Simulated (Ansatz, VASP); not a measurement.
**SnTe in VASP and in Ansatz**

```
Sn Te
1.0
     0.00000    3.14403    3.14403
     3.14403    0.00000    3.14403
     3.14403    3.14403    0.00000
Sn Te
1 1
Direct
  0.00000 0.00000 0.00000
  0.50000 0.50000 0.50000
```

Alike in both runs: functional PBEsol; k mesh 10 × 10 × 10; no spin polarisation.

Ansatz relaxed the structure, and its values are those at the end. VASP's run is a single point on that final structure, the one shown.

```csv
,VASP,Ansatz
version,VASP 6.6.1,Ansatz 0.2.0
potentials or method,"VASP PAW PBE potentials, release 64 (Sn_d, Te)","PAW with Ansatz's default frozen-core files, scalar-relativistic"
plane-wave cutoff (eV),520,420
occupations,"gaussian, width 0.01 eV",fixed
valence electrons in the cell,20,30
```

|  | VASP | Ansatz | Ansatz less VASP |
| --- | --- | --- | --- |
| pressure (GPa) | 0.0 | 0.0 | -0.01 |

VASP's potentials were made for PBE, not for PBEsol. VASP's potentials hold 20 valence electrons a cell and Ansatz's 30, so a difference there can come from the potentials and not from the codes.

Neither program's run includes spin-orbit coupling.
